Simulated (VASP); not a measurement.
# Sc (P6_3/mmc) in VASP: single point with LDA

Aim: the single point of Sc with LDA.

All numbers are computed with VASP 6.6.1; they aren't measurements. Logs are shortened: lines on timing, memory, paths and dates and some standing lists are left out, and cuts for length are marked.

## Step 1: The cell of the first run

Symmetry: P6_3/mmc, No. 194, hexagonal system. The conventional cell has a = 3.140 Å, b = 3.140 Å, c = 4.852 Å, α = 90.00°, β = 90.00°, γ = 120.00°. Sc (site symmetry -6m2) has 12 Sc at 3.03 to 3.14 Å within 4.0 Å.

## Step 2: Single point, LDA, collinear spin (20.71 Å³/atom)

INCAR

```
PREC = Accurate
ENCUT = 520
EDIFF = 1E-6
ISMEAR = -1
SIGMA = 0.05
LREAL = False
LASPH = True
NELM = 150
ALGO = Normal
ISIF = 2
LWAVE = False
LCHARG = True
ISPIN = 2
MAGMOM = 1 1
LORBIT = 11
LMAXMIX = 4
LELF = True
LVHAR = True
NBANDS = 22
```

KPOINTS

```
regular mesh
0
Gamma
  18 18 11
```

POSCAR

```
Sc
1.0
    3.1395987867      0.0000000000      0.0000000000
   -1.5697993934      2.7189723070      0.0000000000
    0.0000000000      0.0000000000      4.8520353075
Sc
2
Direct
    0.3333333333      0.6666666667      0.2500000000
    0.6666666667      0.3333333333      0.7500000000
```

Potentials or basis: VASP PAW LDA potentials, release 64 (Sc_sv).

The run is started by

```console
$ cat potpaw_LDA.64/Sc_sv/POTCAR > POTCAR
$ mpirun -np 1 vasp_std > vasp.out
```

OUTCAR:

```text
PREC = Accurate
   ENCUT = 520
   EDIFF = 1E-6
   ISMEAR = -1
   LREAL = False
   LASPH = True
   NELM = 150
   ISIF = 2
   ISPIN = 2
   LORBIT = 11

 ion  position               nearest neighbor table
   1  0.333  0.667  0.250-   2 3.03   2 3.03   2 3.03   2 3.03   2 3.03   2 3.03
   2  0.667  0.333  0.750-   1 3.03   1 3.03   1 3.03   1 3.03   1 3.03   1 3.03

  LATTYP: Found a hexagonal cell.
 ALAT       =     3.1395987867
 C/A-ratio  =     1.5454316418

  Lattice vectors:

 A1 = (   3.1395987867,   0.0000000000,   0.0000000000)
 A2 = (  -1.5697993934,   2.7189723070,   0.0000000000)
 A3 = (   0.0000000000,   0.0000000000,   4.8520353075)

Analysis of symmetry for initial positions (statically):
=====================================================================
 Subroutine PRICEL returns:
 Original cell was already a primitive cell.

 Routine SETGRP: Setting up the symmetry group for a
 hexagonal supercell.

 Subroutine GETGRP returns: Found 24 space group operations
 (whereof 12 operations were pure point group operations)
 out of a pool of 24 trial point group operations.

The static configuration has the point symmetry D_3d.
 The point group associated with its full space group is D_6h.

Analysis of symmetry for dynamics (positions and initial velocities):
=====================================================================
 Subroutine PRICEL returns:
 Original cell was already a primitive cell.

 Routine SETGRP: Setting up the symmetry group for a
 hexagonal supercell.

 Subroutine GETGRP returns: Found 24 space group operations
 (whereof 12 operations were pure point group operations)
 out of a pool of 24 trial point group operations.

The dynamic configuration has the point symmetry D_3d.
 The point group associated with its full space group is D_6h.

Analysis of structural, dynamic, and magnetic symmetry:
=====================================================================
 Subroutine PRICEL returns:
 Original cell was already a primitive cell.

 Routine SETGRP: Setting up the symmetry group for a
 hexagonal supercell.

 Subroutine GETGRP returns: Found 24 space group operations
 (whereof 12 operations were pure point group operations)
 out of a pool of 24 trial point group operations.

The overall configuration has the point symmetry D_3d.
 The point group associated with its full space group is D_6h.

 Subroutine INISYM returns: Found 24 space group operations
 (whereof 12 operations are pure point group operations),
 and found     1 'primitive' translations

[... 110 lines left out ...]
   EFERMI_NEDOS =   21; number of points for ismear=-14 and -15
   IALGO  =     38    algorithm
   IMIX   =      4    mixing-type and parameters
     AMIX     =   0.40;   BMIX     =  1.00
     AMIX_MAG =   1.60;   BMIX_MAG =  1.00
  volume/ion in A,a.u.               =      20.71       139.76
  Fermi-wavevector in a.u.,A,eV,Ry     =   1.325810  2.505418 23.915957  1.757773
  Thomas-Fermi vector in A             =   2.455244
   LORBIT       =     11    0 simple, 1 ext, 2 COOP (PROOUT), +10 PAW based schemes
   GGA     = CA    functional components
   LHFCALC =     F    Hartree Fock is set to
   AEXX    =    0.0000 exact exchange contribution
   IVDW    =     0    specifies the selected vdW correction
   LEPSILON=     F    determine dielectric tensor
   LRPA    =     F    only Hartree local field effects (RPA)
 spin polarized calculation
  energy-cutoff  :      520.00
  volume of cell :       41.42
 maximum number of plane-waves:      1128
 NGX is ok and might be reduce to    24
   NGX = 11   NGY = 11   NGZ = 19

 number of electron      22.0000009 magnetization       0.0000190

 number of electron      22.0000009 magnetization      -0.0001367

 Free energy of the ion-electron system (eV)
  ---------------------------------------------------
  ext. energy  EPLUGINS =         0.00000000
  ---------------------------------------------------
  free energy    TOTEN  =       -13.39629217 eV

  energy without entropy =      -13.36875493  energy(sigma->0) =      -13.38252355

 E-fermi :   4.5349     XC(G=0): -10.8847

 val. band max:        4.5336004904   @ k =   0.2222   0.2222   0.3636
 cond. band min:       4.5407602437   @ k =   0.1667   0.1111   0.0000
 fundamental gap:      0.0071597534
 Fermi energy:         4.5349326403

 spin component 1

 k-point     1 :       0.0000    0.0000    0.0000
  band No.  band energies     occupation
      1     -43.8663      1.00000
      2     -43.7068      1.00000
      3     -23.2357      1.00000
      4     -22.6032      1.00000
      5     -22.6032      1.00000
      6     -22.4816      1.00000
[... 589 lines left out ...]
     21      13.6471      0.00000
     22      13.9541      0.00000

 [... further k-points ...]

 spin component 2

 k-point     1 :       0.0000    0.0000    0.0000
  band No.  band energies     occupation
      1     -43.8663      1.00000
      2     -43.7068      1.00000
      3     -23.2357      1.00000
      4     -22.6032      1.00000
      5     -22.6032      1.00000
      6     -22.4816      1.00000
[... 589 lines left out ...]
     21      13.6470      0.00000
     22      13.9541      0.00000

 [... further k-points ...]
[... 5 lines left out ...]
  --------------------------------------------------------------------------------------
  -------------------------------------------------------------------------------------
  Total        1.6060981      1.6060981      1.5101016     -0.0000000      0.0000000     -0.0000000
  in kB       62.1269108     62.1269108     58.4135855     -0.0000000      0.0000000     -0.0000000
  external PRESSURE =      60.8891357 kB  Pullay stress =       0.0000000 kB

 VOLUME and BASIS-vectors are now :
 -----------------------------------------------------------------------------
  energy-cutoff  :      520.00
  volume of cell :       41.42
      direct lattice vectors                 reciprocal lattice vectors
     3.139598787  0.000000000  0.000000000     0.318512035  0.183893009  0.000000000
    -1.569799393  2.718972307  0.000000000     0.000000000  0.367786019  0.000000000
     0.000000000  0.000000000  4.852035307     0.000000000  0.000000000  0.206099077

 POSITION                                       TOTAL-FORCE (eV/Angst)
 -----------------------------------------------------------------------------------
     -0.00000      1.81265      1.21301         0.000000     -0.000000      0.000000
      1.56980      0.90632      3.63903        -0.000000      0.000000      0.000000
 -----------------------------------------------------------------------------------
    total drift:                               -0.000000      0.000000     -0.000000

  FREE ENERGIE OF THE ION-ELECTRON SYSTEM (eV)
  ---------------------------------------------------
  free  energy   TOTEN  =       -13.3962921672 eV

  energy  without entropy=      -13.3687549254  energy(sigma->0) =      -13.38252355

 total charge

# of ion       s       p       d       tot
------------------------------------------
    1        2.317   6.125   1.165   9.606
    2        2.317   6.125   1.165   9.606
--------------------------------------------------
tot          4.633  12.249   2.330  19.212

 magnetization (x)

# of ion       s       p       d       tot
------------------------------------------
    1        0.000  -0.000  -0.000  -0.000
    2        0.000  -0.000  -0.000  -0.000
--------------------------------------------------
tot          0.000  -0.000  -0.000  -0.000
```

Wall time 2.6 min (1 thread of Intel Xeon Platinum 8488C (Sapphire Rapids), shared host); peak memory 0.35 GiB.

Results:

```yaml
Free_energy: -13.3963 eV
Pressure: 6.1 GPa
Band_gap_on_the_k_mesh: zero (filled and empty bands overlap)
Net_moment: 0.00 μB per cell
Valence_electrons_inside_the_program's_atomic_spheres: Sc 9.61
```

Stress tensor (GPa, compression positive):
```
6.21 0.00 0.00
0.00 6.21 0.00
0.00 0.00 5.84
```

Caveat: the cell stands under pressure.
